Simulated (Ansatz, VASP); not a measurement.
## AgCl: VASP beside Ansatz

```
CELL_PARAMETERS angstrom
3.22547 0.00000 0.00000
0.00000 3.22547 0.00000
0.00000 0.00000 3.55180
ATOMIC_POSITIONS crystal
Ag 0.00000 0.00000 0.00000
Cl 0.50000 0.50000 0.50000
```

Change from the starting cell: epitaxial_xy strain -5.0%.

Alike in both runs: task single point; functional PBE; k mesh 8 × 8 × 8; occupations fermi-dirac, width 0.02 eV; no spin polarisation.

```csv
,VASP,Ansatz
version,VASP 6.6.1,Ansatz 0.2.0
potentials or method,"VASP PAW PBE potentials, release 64 (Ag_sv_GW, Cl)","plane waves, PAW"
plane-wave cutoff (eV),630,420
valence electrons in the cell,26,26
```

```tsv
	VASP	Ansatz	Ansatz less VASP
pressure (GPa)	5.1	5.4	+0.28
traceless stress, the component that is largest in VASP (GPa)	-3.31	-3.32	-0.007
```
